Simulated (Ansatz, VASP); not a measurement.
This is a calculation of Pt3PbC for Ansatz 0.2.0.

File input.yaml:

```yaml
crystal:
  lattice:
    - [4.3188606241, 0.0, 0.0]
    - [0.0, 4.3188606241, 0.0]
    - [0.0, 0.0, 4.3188606241]
  atoms:
    - { symbol: Pb, position: [0.0, 0.0, 0.0] }
    - { symbol: Pt, position: [0.5, 0.0, 0.5] }
    - { symbol: Pt, position: [0.5, 0.5, 0.0] }
    - { symbol: Pt, position: [0.0, 0.5, 0.5] }
    - { symbol: C, position: [0.5, 0.5, 0.5] }
hamiltonian:
  xc: pbe
  pseudopotentials: { kind: paw }
kpoints:
  mp_grid: { grid: [6, 6, 6] }
scf:
  occupations: { method: fermi_dirac, width: 0.05 }
output:
  forces: true
  stress: true
  eigenvalues: true
```

Potentials or basis: Ansatz PAW.

Launch:

```bash
$ ansatz run input.yaml --threads 2 --pin off --max-ram 5120MiB --backend cpu --events-out ev --progress --plain --runs-dir out
```

Question: Set up the same calculation for VASP 6.6.1. Potentials there: VASP PAW PBE potentials, release 64 (Pb_d, Pt, C).

Answer: As run (the cutoff follows the program's own potentials):

Contents of INCAR:

```
PREC = Accurate
ENCUT = 520
EDIFF = 1E-7
ISMEAR = -1
SIGMA = 0.05
LREAL = False
LASPH = True
NELM = 100
ALGO = Normal
ISIF = 2
LWAVE = False
LCHARG = False
GGA = PE
NBANDS = 32
```

File KPOINTS:

```
Automatic mesh
0
Gamma
  6 6 6
```

Contents of POSCAR:

```
Pt3PbC
1.0
    4.3188606241      0.0000000000      0.0000000000
    0.0000000000      4.3188606241      0.0000000000
    0.0000000000      0.0000000000      4.3188606241
Pb Pt C
1 3 1
Direct
    0.0000000000      0.0000000000      0.0000000000
    0.5000000000      0.0000000000      0.5000000000
    0.5000000000      0.5000000000      0.0000000000
    0.0000000000      0.5000000000      0.5000000000
    0.5000000000      0.5000000000      0.5000000000
```

Potentials or basis: VASP PAW PBE potentials, release 64 (Pb_d, Pt, C).

Launch:

```bash
$ cat potpaw_PBE.64/Pb_d/POTCAR potpaw_PBE.64/Pt/POTCAR potpaw_PBE.64/C/POTCAR > POTCAR
$ mpirun -np 1 vasp_std > vasp.out
```

Both were run:

|  | VASP | Ansatz | Ansatz less VASP |
| --- | --- | --- | --- |
| gap on the k mesh at the Fermi level (eV) | none | none | - |
| pressure (GPa) | 2.7 | 2.8 | +0.10 |

A gap of «none» marks a metal or a gap that the smearing closes. VASP's potentials hold 48 valence electrons a cell and Ansatz's 72, so a difference there can come from the potentials and not from the codes.

Neither program's run includes spin-orbit coupling.
